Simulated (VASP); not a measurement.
# V (Fm-3m) in VASP: notebook

Runs on V. Level: PBEsol. Tasks: single point, relaxation of cell and atoms.

Everything below comes from runs of VASP 6.6.1. Logs are shortened: lines on timing, memory, paths and dates and some standing lists are left out, and cuts for length are marked.

### 1 The cell of the first run

Symmetry: Fm-3m, No. 225, cubic system. Conventional cell: a = 3.769 Å, b = 3.769 Å, c = 3.769 Å, α = 90.00°, β = 90.00°, γ = 90.00°. Within 3.5 Å of V (site symmetry m-3m) lie 12 V at 2.67 Å.

### 2 Single point, PBEsol

INCAR reads:

```
PREC = Accurate ; ENCUT = 520
EDIFF = 1E-6 ; ISMEAR = 0
SIGMA = 0.1 ; LREAL = F
LASPH = T ; NELM = 100
ALGO = Fast ; ISIF = 2
LWAVE = F ; LCHARG = F
GGA = PS ; NBANDS = 12
```

KPOINTS reads:

```
regular mesh
0
Gamma
  20 20 20
```

POSCAR reads:

```
V
1.0
    0.0000000000      1.8844772004      1.8844772004
    1.8844772004      0.0000000000      1.8844772004
    1.8844772004      1.8844772004      0.0000000000
V
1
Direct
    0.0000000000      0.0000000000      0.0000000000
```

Potentials or basis: VASP PAW PBE potentials, release 64 (V_sv).

Launch:

```sh
$ cat potpaw_PBE.64/V_sv/POTCAR > POTCAR
$ mpirun -np 1 vasp_std > vasp.out
```

OUTCAR:

```text
PREC = Accurate
   ENCUT = 520
   EDIFF = 1E-6
   ISMEAR = 0
   LREAL = F
   LASPH = T
   NELM = 100
   ISIF = 2
   GGA = PS

 ion  position               nearest neighbor table
   1  0.000  0.000  0.000-

  LATTYP: Found a face centered cubic cell.
 ALAT       =     3.7689544008

  Lattice vectors:

 A1 = (   0.0000000000,   1.8844772004,   1.8844772004)
 A2 = (   1.8844772004,   0.0000000000,   1.8844772004)
 A3 = (   1.8844772004,   1.8844772004,   0.0000000000)

Analysis of symmetry for initial positions (statically):
=====================================================================
 Subroutine PRICEL returns:
 Original cell was already a primitive cell.

 Routine SETGRP: Setting up the symmetry group for a
 face centered cubic supercell.

 Subroutine GETGRP returns: Found 48 space group operations
[... 9 lines left out ...]

 Routine SETGRP: Setting up the symmetry group for a
 face centered cubic supercell.

 Subroutine GETGRP returns: Found 48 space group operations
[... 11 lines left out ...]
                                     Primitive cell

  volume of cell :      13.3845

  direct lattice vectors                    reciprocal lattice vectors
     0.000000000  1.884477200  1.884477200    -0.265325577  0.265325577  0.265325577
     1.884477200  0.000000000  1.884477200     0.265325577 -0.265325577  0.265325577
     1.884477200  1.884477200  0.000000000     0.265325577  0.265325577 -0.265325577

  length of vectors
     2.665053215  2.665053215  2.665053215     0.459557379  0.459557379  0.459557379

  position of ions in fractional coordinates (direct lattice)
     0.000000000  0.000000000  0.000000000

  ion indices of the primitive-cell ions
   primitive index   ion index
                 1           1

----------------------------------------------------------------------------------------

 KPOINTS: regular mesh

Automatic generation of k-mesh.
 Grid dimensions read from file:
 generate k-points for:   20   20   20

 Generating k-lattice:

  Cartesian coordinates                     Fractional coordinates (reciprocal lattice)
    -0.013266279  0.013266279  0.013266279     0.050000000  0.000000000  0.000000000
     0.013266279 -0.013266279  0.013266279     0.000000000  0.050000000  0.000000000
     0.013266279  0.013266279 -0.013266279     0.000000000  0.000000000  0.050000000

  Length of vectors
     0.022977869  0.022977869  0.022977869

[... 52 lines left out ...]
   NELM   =    100;   NELMIN=  2; NELMDL= -5     # of ELM steps
   EDIFF  = 0.1E-05   stopping-criterion for ELM
   LREAL  =      F    real-space projection
   EDIFFG = 0.1E-04   stopping-criterion for IOM
   NSW    =      0    number of steps for IOM
   IBRION =     -1    ionic relax: 0-MD 1-quasi-New 2-CG
   NFREE  =      0    steps in history (QN), initial steepest desc. (CG)
   ISIF   =      2    stress and relaxation
   ISYM   =      2    0-nonsym 1-usesym 2-fastsym
   POTIM  = 0.5000    time-step for ionic-motion
   TEBEG  =    0.0;   TEEND  =   0.0 temperature during run
   PSTRESS=    0.0 pullay stress
   NELECT =      13.0000    total number of electrons
   NUPDOWN=      -1.0000    fix difference up-down
   EMIN   =  10.00;   EMAX   =-10.00  energy-range for DOS
   EFERMI =   0.00;   METHOD = LEGACY
   ISMEAR =     0;   SIGMA  =   0.10  broadening in eV -4-tet -1-fermi 0-gaus
   EFERMI_NEDOS =   21; number of points for ismear=-14 and -15
   IALGO  =     68    algorithm
   IMIX   =      4    mixing-type and parameters
     AMIX     =   0.40;   BMIX     =  1.00
     AMIX_MAG =   1.60;   BMIX_MAG =  1.00
  volume/ion in A,a.u.               =      13.38        90.32
  Fermi-wavevector in a.u.,A,eV,Ry     =   1.621269  3.063754 35.763090  2.628513
  Thomas-Fermi vector in A             =   2.715072
   LORBIT       =      0    0 simple, 1 ext, 2 COOP (PROOUT), +10 PAW based schemes
   GGA     = PS    functional components
   LHFCALC =     F    Hartree Fock is set to
   AEXX    =    0.0000 exact exchange contribution
   IVDW    =     0    specifies the selected vdW correction
   LEPSILON=     F    determine dielectric tensor
   LRPA    =     F    only Hartree local field effects (RPA)
 non-spin polarized calculation
 RMM-DIIS sequential band-by-band and
 Gauss-broadening in eV      SIGMA  =   0.10
  energy-cutoff  :      520.00
  volume of cell :       13.38
 maximum number of plane-waves:       370
   NGX =  9   NGY =  9   NGZ =  9

 number of electron      13.0000009 magnetization

 Free energy of the ion-electron system (eV)
  ---------------------------------------------------
  ext. energy  EPLUGINS =         0.00000000
  ---------------------------------------------------
  free energy    TOTEN  =        -9.37439184 eV

  energy without entropy =       -9.36624675  energy(sigma->0) =       -9.37031930

 E-fermi :   9.9636     XC(G=0): -13.0949

 val. band max:        9.9538236548   @ k =   0.4000   0.2500   0.0500
 cond. band min:       9.9683625196   @ k =  -0.4000   0.2000   0.1000
 fundamental gap:      0.0145388648
 Fermi energy:         9.9636482859

 k-point     1 :       0.0000    0.0000    0.0000
  band No.  band energies     occupation
      1     -53.8296      2.00000
      2     -27.2286      2.00000
      3     -27.2286      2.00000
      4     -27.2286      2.00000
      5       3.0320      2.00000
      6      10.1332      0.01648
      7      10.1332      0.01648
      8      10.1332      0.01648
      9      11.9489      0.00000
     10      11.9489      0.00000
     11      27.8362      0.00000
     12      33.1532      0.00000
[... 331 lines left out ...]
 k-point    24 :      -0.3500    0.0500    0.0000
  band No.  band energies     occupation
      1     -53.6666      2.00000
      2     -28.0023      2.00000
      3     -27.3519      2.00000
      4     -27.3213      2.00000
      5       6.3300      2.00000
      6       9.7208      1.99941
      7      10.1185      0.02851
      8      10.2014      0.00077
      9      12.5828      0.00000
     10      13.0469      0.00000
     11      21.5362      0.00000
     12      27.5499      0.00000

 [... further k-points ...]
[... 5 lines left out ...]
  --------------------------------------------------------------------------------------
  -------------------------------------------------------------------------------------
  Total        0.0256939      0.0256939      0.0256939     -0.0000000      0.0000000     -0.0000000
  in kB        3.0756617      3.0756617      3.0756617     -0.0000000      0.0000000     -0.0000000
  external PRESSURE =       3.0756617 kB  Pullay stress =       0.0000000 kB

 VOLUME and BASIS-vectors are now :
 -----------------------------------------------------------------------------
  energy-cutoff  :      520.00
  volume of cell :       13.38
      direct lattice vectors                 reciprocal lattice vectors
     0.000000000  1.884477200  1.884477200    -0.265325577  0.265325577  0.265325577
     1.884477200  0.000000000  1.884477200     0.265325577 -0.265325577  0.265325577
     1.884477200  1.884477200  0.000000000     0.265325577  0.265325577 -0.265325577

 POSITION                                       TOTAL-FORCE (eV/Angst)
 -----------------------------------------------------------------------------------
      0.00000      0.00000      0.00000         0.000000      0.000000      0.000000
 -----------------------------------------------------------------------------------
    total drift:                               -0.000000     -0.000000     -0.000000

  FREE ENERGIE OF THE ION-ELECTRON SYSTEM (eV)
  ---------------------------------------------------
  free  energy   TOTEN  =        -9.3743918432 eV

  energy  without entropy=       -9.3662467533  energy(sigma->0) =       -9.37031930
```

stdout:

```text
POSCAR found type information on POSCAR V
 POSCAR found :  1 types and       1 ions
 scaLAPACK will be used
 -----------------------------------------------------------------------------
|                                                                             |
|                                                                             |
|     You enforced a specific xc type in the INCAR file but a different       |
|     I HOPE YOU KNOW WHAT YOU ARE DOING!                                     |
|                                                                             |
 -----------------------------------------------------------------------------

 LDA part: xc-table for (Slater+PW92), standard interpolation
 POSCAR, INCAR and KPOINTS ok, starting setup
 FFT: planning ... GRIDC
 FFT: planning ... GRID_SOFT
 FFT: planning ... GRID
 WAVECAR not read
 entering main loop
```

Run time: 90 s. Hardware: 1 thread of AMD EPYC 7R13, shared host; peak memory 0.12 GiB.

Results:

| Property | Result |
| --- | --- |
| Free energy | -9.3744 eV |
| Pressure | 0.3 GPa |

Caveat: the PAW data sets were made with another functional, which shifts forces and pressure a little.

### 3 Relaxation of cell and atoms, PBEsol

This run uses another cell than the first one, of 13.42 Å³/atom, 1.003 times its volume.

INCAR reads:

```
SYSTEM = V
ALGO = Normal
EDIFF = 1E-6
EDIFFG = -0.01
ENCUT = 600
GGA = PS
IBRION = 2
ISIF = 3
ISMEAR = 0
LASPH = .TRUE.
LCHARG = .FALSE.
LREAL = .FALSE.
LWAVE = .FALSE.
NELM = 100
NSW = 80
PREC = Accurate
SIGMA = 0.1
```

KPOINTS reads:

```
k-points
0
G
  20 20 20
  0 0 0
```

POSCAR reads:

```
V
1.0
    0.0000000000      1.8862124168      1.8862124168
    1.8862124168      0.0000000000      1.8862124168
    1.8862124168      1.8862124168      0.0000000000
V
1
Direct
    0.0000000000      0.0000000000      0.0000000000
```

Potentials or basis: VASP PAW PBE potentials, release 64 (V_sv).

Launch:

```sh
$ cat potpaw_PBE.64/V_sv/POTCAR > POTCAR
$ mpirun -np 1 vasp_std > vasp.out
```

OUTCAR:

```text
SYSTEM = V
   EDIFF = 1E-6
   EDIFFG = -0.01
   ENCUT = 600
   GGA = PS
   IBRION = 2
   ISIF = 3
   ISMEAR = 0
   LASPH = .TRUE.
   LREAL = .FALSE.
   NELM = 100
   NSW = 80
   PREC = Accurate

 ion  position               nearest neighbor table
   1  0.000  0.000  0.000-

  LATTYP: Found a face centered cubic cell.
 ALAT       =     3.7724248336

  Lattice vectors:

 A1 = (   0.0000000000,   1.8862124168,   1.8862124168)
 A2 = (   1.8862124168,   0.0000000000,   1.8862124168)
 A3 = (   1.8862124168,   1.8862124168,   0.0000000000)

Analysis of symmetry for initial positions (statically):
=====================================================================
 Subroutine PRICEL returns:
 Original cell was already a primitive cell.

 Routine SETGRP: Setting up the symmetry group for a
 face centered cubic supercell.

 Subroutine GETGRP returns: Found 48 space group operations
[... 9 lines left out ...]

 Routine SETGRP: Setting up the symmetry group for a
 face centered cubic supercell.

 Subroutine GETGRP returns: Found 48 space group operations
[... 11 lines left out ...]
                                     Primitive cell

  volume of cell :      13.4215

  direct lattice vectors                    reciprocal lattice vectors
     0.000000000  1.886212417  1.886212417    -0.265081491  0.265081491  0.265081491
     1.886212417  0.000000000  1.886212417     0.265081491 -0.265081491  0.265081491
     1.886212417  1.886212417  0.000000000     0.265081491  0.265081491 -0.265081491

  length of vectors
     2.667507181  2.667507181  2.667507181     0.459134611  0.459134611  0.459134611

  position of ions in fractional coordinates (direct lattice)
     0.000000000  0.000000000  0.000000000

  ion indices of the primitive-cell ions
[... 99 lines left out ...]
   GGA     = PS    functional components
   LHFCALC =     F    Hartree Fock is set to
   AEXX    =    0.0000 exact exchange contribution
   IVDW    =     0    specifies the selected vdW correction
   LEPSILON=     F    determine dielectric tensor
   LRPA    =     F    only Hartree local field effects (RPA)
 conjugate gradient relaxation of ions
 non-spin polarized calculation
 Gauss-broadening in eV      SIGMA  =   0.10
  energy-cutoff  :      600.00
  volume of cell :       13.42
 maximum number of plane-waves:       464
 NGX is ok and might be reduce to    24
   NGX = 11   NGY = 11   NGZ = 11

--------------------------------------- Ionic step        1  -------------------------------------------

 number of electron      13.0000000 magnetization

 Free energy of the ion-electron system (eV)
  ---------------------------------------------------
  ext. energy  EPLUGINS =         0.00000000
  ---------------------------------------------------
  free energy    TOTEN  =        -9.37440039 eV

  energy without entropy =       -9.36623190  energy(sigma->0) =       -9.37031614

------------------------ aborting loop because EDIFF is reached ----------------------------------------

  FORCE on cell =-STRESS in cart. coord.  units (eV):
  Direction    XX          YY          ZZ          XY          YZ          ZX
  --------------------------------------------------------------------------------------
  -------------------------------------------------------------------------------------
  Total       -0.0309395     -0.0309395     -0.0309395      0.0000000      0.0000000     -0.0000000
  in kB       -3.6933608     -3.6933608     -3.6933608      0.0000000      0.0000000     -0.0000000
  external PRESSURE =      -3.6933608 kB  Pullay stress =       0.0000000 kB
[... 57 lines left out ...]
--------------------------------------- Ionic step        3  -------------------------------------------

 number of electron      13.0000000 magnetization

 Free energy of the ion-electron system (eV)
  ---------------------------------------------------
  ext. energy  EPLUGINS =         0.00000000
  ---------------------------------------------------
  free energy    TOTEN  =        -9.37442907 eV

  energy without entropy =       -9.36627740  energy(sigma->0) =       -9.37035324

 E-fermi :   9.9534     XC(G=0): -13.0905

 val. band max:        9.9436404241   @ k =   0.4000   0.2500   0.0500
 cond. band min:       9.9577575430   @ k =  -0.4000   0.2000   0.1000
 fundamental gap:      0.0141171189
 Fermi energy:         9.9534173302

 k-point     1 :       0.0000    0.0000    0.0000
  band No.  band energies     occupation
      1     -53.8402      2.00000
      2     -27.2407      2.00000
      3     -27.2407      2.00000
      4     -27.2407      2.00000
      5       3.0238      2.00000
      6      10.1231      0.01639
      7      10.1231      0.01639
      8      10.1231      0.01639
      9      11.9369      0.00000
     10      11.9369      0.00000
[... 287 lines left out ...]
 k-point    24 :      -0.3500    0.0500    0.0000
  band No.  band energies     occupation
      1     -53.6777      2.00000
      2     -28.0124      2.00000
      3     -27.3637      2.00000
      4     -27.3332      2.00000
      5       6.3215      2.00000
      6       9.7099      1.99943
      7      10.1085      0.02829
      8      10.1913      0.00077
      9      12.5701      0.00000
     10      13.0336      0.00000

 [... further k-points ...]
[... 5 lines left out ...]
  --------------------------------------------------------------------------------------
  -------------------------------------------------------------------------------------
  Total       -0.0009667     -0.0009667     -0.0009667     -0.0000000     -0.0000000      0.0000000
  in kB       -0.1156261     -0.1156261     -0.1156261     -0.0000000     -0.0000000      0.0000000
  external PRESSURE =      -0.1156261 kB  Pullay stress =       0.0000000 kB
[... 16 lines left out ...]
  FREE ENERGIE OF THE ION-ELECTRON SYSTEM (eV)
  ---------------------------------------------------
  free  energy   TOTEN  =        -9.3744290688 eV

  energy  without entropy=       -9.3662774047  energy(sigma->0) =       -9.37035324

 reached required accuracy - stopping structural energy minimisation
```

OSZICAR:

```text
N       E                     dE             d eps       ncg     rms          rms(c)
DAV:   1     0.939464425488E+02    0.93946E+02   -0.78533E+03  5128   0.156E+03
DAV:   2    -0.931105413187E+01   -0.10326E+03   -0.10132E+03  5250   0.389E+02
[... 16 lines left out ...]
   2 F= -.93743767E+01 E0= -.93703107E+01  d E =0.237349E-04
       N       E                     dE             d eps       ncg     rms          rms(c)
DAV:   1    -0.937587483743E+01   -0.14980E-02   -0.30544E-02  5120   0.309E+00    0.410E-01
DAV:   2    -0.937445282948E+01    0.14220E-02   -0.72767E-03  5120   0.119E+00    0.841E-02
DAV:   3    -0.937443648475E+01    0.16345E-04   -0.24772E-05  5130   0.795E-02    0.457E-02
DAV:   4    -0.937442882512E+01    0.76596E-05   -0.14878E-05  5148   0.536E-02    0.327E-03
DAV:   5    -0.937442906877E+01   -0.24365E-06   -0.27606E-07  2562   0.758E-03
   3 F= -.93744291E+01 E0= -.93703532E+01  d E =-.286808E-04
```

CONTCAR:

```text
V
   1.00000000000000
     0.0000000000000000    1.8849727063013266    1.8849727063013266
     1.8849727063013266    0.0000000000000000    1.8849727063013266
     1.8849727063013266    1.8849727063013266   -0.0000000000000000
  V
     1
Direct
     0.0000000000000000    0.0000000000000000    0.0000000000000000

  0.00000000E+00  0.00000000E+00  0.00000000E+00
```

Run time: 1.9 min. Hardware: 1 thread of AMD EPYC 7R13, shared host; peak memory 0.15 GiB.

What came out:

| Property | Result |
| --- | --- |
| Free energy | -9.3744 eV |
| Relaxed volume | 13.40 Å³/atom |
| Relaxed cell | a = 2.666 Å, b = 2.666 Å, c = 2.666 Å, α = 60.00°, β = 60.00°, γ = 60.00° |
| Space group after relaxing (to 0.05 Å) | Fm-3m (No. 225) |
| Energy gained by relaxing | 0.0 meV/atom |
| Ionic steps | 3 |
| Pressure after relaxing | 0.0 GPa |

Final structure:
```
V
1.0
     0.00000    1.88497    1.88497
     1.88497    0.00000    1.88497
     1.88497    1.88497    0.00000
V
1
Direct
  0.00000 0.00000 0.00000
```

Caveat: the PAW data sets were made with another functional, which shifts forces and pressure a little.
